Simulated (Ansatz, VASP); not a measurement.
# CaCd3F8: VASP beside Ansatz

```xyz
12
Lattice="3.8217 -5.4018 0.0000 3.8217 5.4018 0.0000 0.0000 0.0000 3.8174" Properties=species:S:1:pos:R:3 pbc="T T T"
Cd    1.9108    2.7009    0.0000
Cd    3.8217    0.0000    1.9087
Cd    1.9108   -2.7009    0.0000
F     1.9172   -1.3521    1.9087
F     1.9172    1.3521    1.9087
F     3.8217   -4.0444    0.0000
F     3.8217   -1.3488    0.0000
F     3.8217    1.3488    0.0000
F     3.8217    4.0444    0.0000
F     5.7261   -1.3521    1.9087
F     5.7261    1.3521    1.9087
Ca    0.0000    0.0000    1.9087
```

Alike in both runs: task single point; functional PBE; k mesh 4 × 4 × 6; occupations fermi-dirac, width 0.02 eV; no spin polarisation.

|  | VASP | Ansatz |
| --- | --- | --- |
| version | VASP 6.6.1 | Ansatz 0.2.0 |
| potentials or method | VASP PAW PBE potentials, release 64 (Cd, F, Ca_sv) | plane waves, PAW |
| plane-wave cutoff (eV) | 520 | 420 |
| valence electrons in the cell | 102 | 126 |

|  | VASP | Ansatz | Ansatz less VASP |
| --- | --- | --- | --- |
| gap on the k mesh at the Fermi level (eV) | 3.64 | 3.67 | +0.030 |
| pressure (GPa) | 5.5 | 4.9 | -0.61 |
| rms of the force components (eV/Å) | 0.039 | 0.033 | -0.0061 |

The functional is the same, so the differences come from potentials, cutoffs and numerics. VASP's potentials hold 102 valence electrons a cell and Ansatz's 126, so a difference there can come from the potentials and not from the codes.
